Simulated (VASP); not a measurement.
# InSb3 (I4mm) in VASP: a series of runs

Runs on InSb3. Level: PBEsol+D3(BJ). Tasks: single point.

All numbers are computed with VASP 6.6.1; they aren't measurements. Logs are shortened: lines on timing, memory, paths and dates and some standing lists are left out, and cuts for length are marked.

## (1) The cell of the first run

Symmetry: I4mm, No. 107, tetragonal system. The conventional cell has a = 5.179 Å, b = 5.179 Å, c = 7.324 Å, α = 90.00°, β = 90.00°, γ = 90.00°. Within 4.1 Å of In (site symmetry 4mm) lie 14 Sb at 3.10 to 3.79 Å. Sb (site symmetry 2mm) has 4 In at 3.10 to 3.25 Å and 10 Sb at 3.17 to 3.66 Å within 4.1 Å. Sb (site symmetry 4mm) has 8 Sb at 3.17 Å and 6 In at 3.54 to 3.79 Å within 4.2 Å.

## (2) Single point, PBEsol+D3(BJ) (all In atoms moved +0.125 Å, as atom 1 along Cartesian [0 0 1])

Input file INCAR:

```
ALGO = Normal
EDIFF = 1E-6
ENCUT = 520
GGA = PS
ISIF = 2
ISMEAR = 0
IVDW = 12
LASPH = True
LCHARG = False
LREAL = False
LWAVE = False
NBANDS = 22
NELM = 60
PREC = Accurate
SIGMA = 0.15
```

Input file KPOINTS:

```
k-points
0
Gamma
  12 12 12
```

Input file POSCAR:

```
InSb3
1.0
    0.0000000000      3.6620664019      3.6620664019
    3.6620664019      0.0000000000      3.6620664019
    3.6620664019      3.6620664019      0.0000000000
In Sb
1 3
Direct
    0.0170668669      0.0170668669     -0.0170668669
    0.2500000000      0.2500000000      0.2500000000
    0.7500000000      0.7500000000      0.7500000000
    0.5000000000      0.5000000000      0.5000000000
```

Potentials or basis: VASP PAW PBE potentials, release 64 (In_d, Sb).

The run is started by

```
$ cat potpaw_PBE.64/In_d/POTCAR potpaw_PBE.64/Sb/POTCAR > POTCAR
$ mpirun -np 1 vasp_std > vasp.out
```

OUTCAR:

```text
EDIFF = 1E-6
   ENCUT = 520
   GGA = PS
   ISIF = 2
   ISMEAR = 0
   IVDW = 12
   LASPH = True
   LREAL = False
   NELM = 60
   PREC = Accurate
 IVDW          = 12

 ion  position               nearest neighbor table
   1  0.017  0.017  0.983-   3 3.10   3 3.10   2 3.10   2 3.10   3 3.25   3 3.25   2 3.25   2 3.25
                             4 3.54   4 3.66   4 3.66   4 3.66   4 3.66   4 3.79
   2  0.250  0.250  0.250-   1 3.10   1 3.10   4 3.17   4 3.17   4 3.17   4 3.17   1 3.25   1 3.25
                             3 3.66   3 3.66   3 3.66   3 3.66   3 3.66   3 3.66
   3  0.750  0.750  0.750-   1 3.10   1 3.10   4 3.17   4 3.17   4 3.17   4 3.17   1 3.25   1 3.25
                             2 3.66   2 3.66   2 3.66   2 3.66   2 3.66   2 3.66
   4  0.500  0.500  0.500-   2 3.17   2 3.17   2 3.17   3 3.17   3 3.17   3 3.17   3 3.17   2 3.17
                             1 3.54   1 3.66   1 3.66   1 3.66   1 3.66   1 3.79

  LATTYP: Found a face centered cubic cell.
 ALAT       =     7.3241328038

  Lattice vectors:

 A1 = (   0.0000000000,   3.6620664019,   3.6620664019)
 A2 = (   3.6620664019,   0.0000000000,   3.6620664019)
 A3 = (   3.6620664019,   3.6620664019,   0.0000000000)

Analysis of symmetry for initial positions (statically):
=====================================================================
 Subroutine PRICEL returns:
 Original cell was already a primitive cell.

 Routine SETGRP: Setting up the symmetry group for a
 face centered cubic supercell.

 Subroutine GETGRP returns: Found  8 space group operations
 (whereof  8 operations were pure point group operations)
 out of a pool of 48 trial point group operations.

The static configuration has the point symmetry C_4v.

Analysis of symmetry for dynamics (positions and initial velocities):
=====================================================================
 Subroutine PRICEL returns:
 Original cell was already a primitive cell.

 Routine SETGRP: Setting up the symmetry group for a
 face centered cubic supercell.

 Subroutine GETGRP returns: Found  8 space group operations
 (whereof  8 operations were pure point group operations)
 out of a pool of 48 trial point group operations.

The dynamic configuration has the point symmetry C_4v.

 Subroutine INISYM returns: Found  8 space group operations
 (whereof  8 operations are pure point group operations),
 and found     1 'primitive' translations

----------------------------------------------------------------------------------------

                                     Primitive cell

[... 95 lines left out ...]
   LREAL  =      F    real-space projection
   EDIFFG = 0.1E-04   stopping-criterion for IOM
   NSW    =      0    number of steps for IOM
   IBRION =     -1    ionic relax: 0-MD 1-quasi-New 2-CG
   NFREE  =      0    steps in history (QN), initial steepest desc. (CG)
   ISIF   =      2    stress and relaxation
   ISYM   =      2    0-nonsym 1-usesym 2-fastsym
   POTIM  = 0.5000    time-step for ionic-motion
   TEBEG  =    0.0;   TEEND  =   0.0 temperature during run
   PSTRESS=    0.0 pullay stress
   NELECT =      28.0000    total number of electrons
   NUPDOWN=      -1.0000    fix difference up-down
   EMIN   =  10.00;   EMAX   =-10.00  energy-range for DOS
   EFERMI =   0.00;   METHOD = LEGACY
   ISMEAR =     0;   SIGMA  =   0.15  broadening in eV -4-tet -1-fermi 0-gaus
   EFERMI_NEDOS =   21; number of points for ismear=-14 and -15
   IALGO  =     38    algorithm
   IMIX   =      4    mixing-type and parameters
     AMIX     =   0.40;   BMIX     =  1.00
     AMIX_MAG =   1.60;   BMIX_MAG =  1.00
  volume/ion in A,a.u.               =      24.56       165.71
  Fermi-wavevector in a.u.,A,eV,Ry     =   1.077436  2.036058 15.794559  1.160867
  Thomas-Fermi vector in A             =   2.213347
   LORBIT       =      0    0 simple, 1 ext, 2 COOP (PROOUT), +10 PAW based schemes
   GGA     = PS    functional components
   LHFCALC =     F    Hartree Fock is set to
   AEXX    =    0.0000 exact exchange contribution
   IVDW    =    12    specifies the selected vdW correction
   LEPSILON=     F    determine dielectric tensor
   LRPA    =     F    only Hartree local field effects (RPA)
 non-spin polarized calculation
 Gauss-broadening in eV      SIGMA  =   0.15
  energy-cutoff  :      520.00
  volume of cell :       98.22
 maximum number of plane-waves:      2688
   NGX = 19   NGY = 19   NGZ = 19

 number of electron      27.9999996 magnetization

 Free energy of the ion-electron system (eV)
  ---------------------------------------------------
  ext. energy  EPLUGINS =         0.00000000
  ---------------------------------------------------
  free energy    TOTEN  =       -16.06910555 eV

  energy without entropy =      -16.04605043  energy(sigma->0) =      -16.05757799

 E-fermi :   9.1239     XC(G=0): -10.7289

 val. band max:        9.0889138792   @ k =   0.0833   0.0000   0.0000
 cond. band min:       9.1245031763   @ k =   0.0833   0.5000   0.3333
 fundamental gap:      0.0355892971
 Fermi energy:         9.1239210194

 k-point     1 :       0.0000    0.0000    0.0000
  band No.  band energies     occupation
      1      -5.3328      2.00000
      2      -5.3306      2.00000
      3      -5.3306      2.00000
      4      -5.2846      2.00000
      5      -5.2825      2.00000
      6      -3.8579      2.00000
[... 589 lines left out ...]
     21      14.7717      0.00000
     22      15.0371      0.00000

 [... further k-points ...]

------------------------ aborting loop because EDIFF is reached ----------------------------------------

 Edisp (eV)   -2.04509

 E8    (eV) :    -1.4210

  FORCE on cell =-STRESS in cart. coord.  units (eV):
  Direction    XX          YY          ZZ          XY          YZ          ZX
  --------------------------------------------------------------------------------------
  -------------------------------------------------------------------------------------
  Total       0.32720     0.32720     0.25703     0.00000     0.00000     0.00000
  in kB       5.33714     5.33714     4.19270     0.00000     0.00000     0.00000
  external pressure =        4.96 kB  Pullay stress =        0.00 kB

 VOLUME and BASIS-vectors are now :
 -----------------------------------------------------------------------------
  energy-cutoff  :      520.00
  volume of cell :       98.22
      direct lattice vectors                 reciprocal lattice vectors
     0.000000000  3.662066402  3.662066402    -0.136534936  0.136534936  0.136534936
     3.662066402  0.000000000  3.662066402     0.136534936 -0.136534936  0.136534936
     3.662066402  3.662066402  0.000000000     0.136534936  0.136534936 -0.136534936

 POSITION                                       TOTAL-FORCE (eV/Angst)
 -----------------------------------------------------------------------------------
      3.66207      3.66207      0.12500         0.000000      0.000000     -0.426202
      1.83103      1.83103      1.83103         0.000000      0.000000      0.132297
      5.49310      5.49310      5.49310        -0.000000     -0.000000      0.132297
      3.66207      3.66207      3.66207         0.000000      0.000000      0.161608
 -----------------------------------------------------------------------------------
    total drift:                               -0.000000     -0.000000      0.000120

  FREE ENERGIE OF THE ION-ELECTRON SYSTEM (eV)
  ---------------------------------------------------
  free  energy   TOTEN  =       -18.1141912038 eV

  energy  without entropy=      -18.0911360788  energy(sigma->0) =      -18.10266364
```

OSZICAR:

```text
N       E                     dE             d eps       ncg     rms          rms(c)
DAV:   1     0.191422082210E+03    0.19142E+03   -0.11027E+04  7178   0.123E+03
DAV:   2     0.327855846720E+00   -0.19109E+03   -0.18389E+03  7872   0.303E+02
DAV:   3    -0.155986986579E+02   -0.15927E+02   -0.15442E+02  9188   0.883E+01
DAV:   4    -0.161119372922E+02   -0.51324E+00   -0.51135E+00  7894   0.162E+01
DAV:   5    -0.161357861952E+02   -0.23849E-01   -0.23847E-01 10846   0.376E+00    0.436E+00
DAV:   6    -0.160834379399E+02    0.52348E-01   -0.88661E-02  9354   0.434E+00    0.242E+00
DAV:   7    -0.160701516312E+02    0.13286E-01   -0.35146E-02  9996   0.208E+00    0.364E-01
DAV:   8    -0.160691135746E+02    0.10381E-02   -0.33420E-03  9408   0.707E-01    0.109E-01
DAV:   9    -0.160691067499E+02    0.68248E-05   -0.26189E-04  8550   0.118E-01    0.355E-02
DAV:  10    -0.160691049376E+02    0.18122E-05   -0.14889E-05  9154   0.267E-02    0.759E-03
DAV:  11    -0.160691055536E+02   -0.61599E-06   -0.11885E-06  5056   0.114E-02
   1 F= -.18114191E+02 E0= -.18102664E+02  d E =-.230551E-01
```

stdout:

```text
POSCAR found type information on POSCAR InSb
 POSCAR found :  2 types and       4 ions
 scaLAPACK will be used
 -----------------------------------------------------------------------------
|                                                                             |
|                                                                             |
|     You enforced a specific xc type in the INCAR file but a different       |
|     I HOPE YOU KNOW WHAT YOU ARE DOING!                                     |
|                                                                             |
 -----------------------------------------------------------------------------

 LDA part: xc-table for (Slater+PW92), standard interpolation
 POSCAR, INCAR and KPOINTS ok, starting setup
 FFT: planning ... GRIDC
 FFT: planning ... GRID_SOFT
 FFT: planning ... GRID
 WAVECAR not read
 entering main loop
```

Run time: 2.9 min. Hardware: 1 thread of AMD EPYC 9R45 (Zen 5), shared host; peak memory 0.45 GiB.

What came out:

```yaml
Free_energy: -18.1142 eV
Pressure: 0.5 GPa
Largest_force: 0.426 eV/Å
Band_gap_on_the_k_mesh: zero (bands 14 and 15 overlap by 3.34 eV)
Dispersion_energy_per_atom: -0.511 eV
```

Forces on the atoms (eV/Å):
```
In   0.000  0.000 -0.426
Sb   0.000  0.000  0.132
Sb   0.000  0.000  0.132
Sb   0.000  0.000  0.162
```

Stress tensor (GPa, compression positive):
```
0.53 0.00 0.00
0.00 0.53 0.00
0.00 0.00 0.42
```

Caveat: the cell differs from its parent crystal (all In atoms moved +0.125 Å, as atom 1 along Cartesian [0 0 1]); the PAW data sets were made with another functional, which shifts forces and pressure a little; spin-orbit coupling is left out, which moves the levels of the heavy elements.

## (3) Single point, PBEsol+D3(BJ) (all In atoms moved +0.075 Å, as atom 1 along Cartesian [0 0 1])

INCAR: that of step 2 with these lines changed.

```diff
@@ -12,3 +12,3 @@
 NBANDS = 22
-NELM = 60
+NELM = 80
 PREC = Accurate
```

KPOINTS is that of step 2.

POSCAR: that of step 2 with these lines changed.

```diff
@@ -8,3 +8,3 @@
 Direct
-    0.0170668669      0.0170668669     -0.0170668669
+    0.0102401202      0.0102401202     -0.0102401202
     0.2500000000      0.2500000000      0.2500000000
```

Potentials or basis: VASP PAW PBE potentials, release 64 (In_d, Sb).

The run is started by

```
$ cat potpaw_PBE.64/In_d/POTCAR potpaw_PBE.64/Sb/POTCAR > POTCAR
$ mpirun -np 1 vasp_std > vasp.out
```

OUTCAR:

```text
EDIFF = 1E-6
   ENCUT = 520
   GGA = PS
   ISIF = 2
   ISMEAR = 0
   IVDW = 12
   LASPH = True
   LREAL = False
   NELM = 80
   PREC = Accurate
 IVDW          = 12

 ion  position               nearest neighbor table
   1  0.010  0.010  0.990-   2 3.13   3 3.13   3 3.13   2 3.13   3 3.22   3 3.22   2 3.22   2 3.22
                             4 3.59   4 3.66   4 3.66   4 3.66   4 3.66   4 3.74
   2  0.250  0.250  0.250-   1 3.13   1 3.13   4 3.17   4 3.17   4 3.17   4 3.17   1 3.22   1 3.22
                             3 3.66   3 3.66   3 3.66   3 3.66   3 3.66   3 3.66
   3  0.750  0.750  0.750-   1 3.13   1 3.13   4 3.17   4 3.17   4 3.17   4 3.17   1 3.22   1 3.22
                             2 3.66   2 3.66   2 3.66   2 3.66   2 3.66   2 3.66
   4  0.500  0.500  0.500-   2 3.17   2 3.17   2 3.17   3 3.17   3 3.17   3 3.17   3 3.17   2 3.17
                             1 3.59   1 3.66   1 3.66   1 3.66   1 3.66   1 3.74

  LATTYP: Found a face centered cubic cell.
 ALAT       =     7.3241328038

  Lattice vectors:

 A1 = (   0.0000000000,   3.6620664019,   3.6620664019)
 A2 = (   3.6620664019,   0.0000000000,   3.6620664019)
 A3 = (   3.6620664019,   3.6620664019,   0.0000000000)

Analysis of symmetry for initial positions (statically):
=====================================================================
[... 180 lines left out ...]
 fundamental gap:      0.0532060223
 Fermi energy:         9.1257182436

 k-point     1 :       0.0000    0.0000    0.0000
  band No.  band energies     occupation
      1      -5.3263      2.00000
      2      -5.3255      2.00000
      3      -5.3255      2.00000
      4      -5.2790      2.00000
      5      -5.2783      2.00000
      6      -3.8533      2.00000
[... 589 lines left out ...]
     21      14.7256      0.00000
     22      15.0359      0.00000

 [... further k-points ...]

------------------------ aborting loop because EDIFF is reached ----------------------------------------

 Edisp (eV)   -2.04502

 E8    (eV) :    -1.4209

  FORCE on cell =-STRESS in cart. coord.  units (eV):
  Direction    XX          YY          ZZ          XY          YZ          ZX
  --------------------------------------------------------------------------------------
  -------------------------------------------------------------------------------------
  Total       0.24527     0.24527     0.21962     0.00000    -0.00000     0.00000
  in kB       4.00074     4.00074     3.58241     0.00000    -0.00000     0.00000
  external pressure =        3.86 kB  Pullay stress =        0.00 kB

 VOLUME and BASIS-vectors are now :
 -----------------------------------------------------------------------------
  energy-cutoff  :      520.00
  volume of cell :       98.22
      direct lattice vectors                 reciprocal lattice vectors
     0.000000000  3.662066402  3.662066402    -0.136534936  0.136534936  0.136534936
     3.662066402  0.000000000  3.662066402     0.136534936 -0.136534936  0.136534936
     3.662066402  3.662066402  0.000000000     0.136534936  0.136534936 -0.136534936

 POSITION                                       TOTAL-FORCE (eV/Angst)
 -----------------------------------------------------------------------------------
      3.66207      3.66207      0.07500         0.000000      0.000000     -0.254914
      1.83103      1.83103      1.83103         0.000000      0.000000      0.079348
      5.49310      5.49310      5.49310        -0.000000     -0.000000      0.079348
      3.66207      3.66207      3.66207         0.000000      0.000000      0.096219
 -----------------------------------------------------------------------------------
    total drift:                                0.000000      0.000000      0.000616

  FREE ENERGIE OF THE ION-ELECTRON SYSTEM (eV)
  ---------------------------------------------------
  free  energy   TOTEN  =       -18.1312139124 eV

  energy  without entropy=      -18.1080493747  energy(sigma->0) =      -18.11963164
```

stdout:

```text
POSCAR found type information on POSCAR InSb
 POSCAR found :  2 types and       4 ions
 scaLAPACK will be used
 -----------------------------------------------------------------------------
|                                                                             |
|                                                                             |
|     You enforced a specific xc type in the INCAR file but a different       |
|     I HOPE YOU KNOW WHAT YOU ARE DOING!                                     |
|                                                                             |
 -----------------------------------------------------------------------------

 LDA part: xc-table for (Slater+PW92), standard interpolation
 POSCAR, INCAR and KPOINTS ok, starting setup
 FFT: planning ... GRIDC
 FFT: planning ... GRID_SOFT
 FFT: planning ... GRID
 WAVECAR not read
 entering main loop
```

Wall time 2.8 min (1 thread of AMD EPYC 9R45 (Zen 5), shared host); peak memory 0.45 GiB.

What came out:

| Item | Value |
| --- | --- |
| Free energy | -18.1312 eV |
| Pressure | 0.4 GPa |
| Largest force | 0.255 eV/Å |
| Band gap on the k mesh | zero (bands 14 and 15 overlap by 3.34 eV) |
| Dispersion energy per atom | -0.511 eV |

Forces in eV/Å, atoms in the order of the input:
```
In   0.000  0.000 -0.255
Sb   0.000  0.000  0.079
Sb   0.000  0.000  0.079
Sb   0.000  0.000  0.096
```

Caveat: the cell differs from its parent crystal (all In atoms moved +0.075 Å, as atom 1 along Cartesian [0 0 1]); the PAW data sets were made with another functional, which shifts forces and pressure a little; spin-orbit coupling is left out, which moves the levels of the heavy elements.

[end of part 1 of 2]
